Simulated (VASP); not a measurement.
Write the native input for VASP 6.6.1 that does the following.

```
Task                   : single point
Functional             : PBEsol
Potentials or basis    : VASP PAW PBE potentials, release 64 (In_d)
Cutoff                 : 520 eV
k mesh                 : 9 × 9 × 5
Occupations            : fermi-dirac, width 0.05 eV
Spin                   : no spin polarisation
Dipole correction      : no
Further INCAR settings : ALGO = Normal; EDIFF = 1e-07; NBANDS = 20
```

The structure of In lies in POSCAR:

```
In
1.0
    3.2687750864      0.0000000000      0.0000000000
   -1.6343875432      2.8308422641      0.0000000000
    0.0000000000      0.0000000000      5.5091429200
In
2
Direct
    0.6666666667      0.3333333333      0.7500000000
    0.3333333333      0.6666666667      0.2500000000
```

One way to write it, as run:

INCAR

```
SYSTEM = In
ALGO     = Normal         ! electronic algorithm
EDIFF    = 1E-7           ! SCF threshold, eV
ENCUT    = 520            ! plane-wave cutoff, eV
GGA      = PS             ! functional
ISIF     = 2              ! what is computed and relaxed
ISMEAR   = -1             ! smearing method
LASPH    = .TRUE.         ! aspherical terms in the spheres
LCHARG   = .FALSE.        ! write CHGCAR
LREAL    = .FALSE.        ! projectors in reciprocal space
LWAVE    = .FALSE.        ! write WAVECAR
NBANDS   = 20             ! bands
NELM     = 100            ! most SCF steps
PREC     = Accurate       ! precision mode
SIGMA    = 0.05           ! smearing width, eV
```

KPOINTS

```
k-points
0
G
  9 9 5
  0 0 0
```

Potentials or basis: VASP PAW PBE potentials, release 64 (In_d).

The run is started by

```console
$ cat potpaw_PBE.64/In_d/POTCAR > POTCAR
$ mpirun -np 1 vasp_std > vasp.out
```

Results of the run:

| Item | Value |
| --- | --- |
| Pressure | 0.3 GPa |
| Band gap on the k mesh | zero (band 13 reaches 9.66 eV, above the bottom of band 14 at 5.68 eV) |

Caveat: the PAW data sets were made with another functional, which shifts forces and pressure a little; spin-orbit coupling is left out, which moves the levels of the heavy elements.

Wall time 20 s on 1 thread of Intel(R) Xeon(R) 6975P-C (Granite Rapids), on a shared host, peak memory 0.16 GiB.
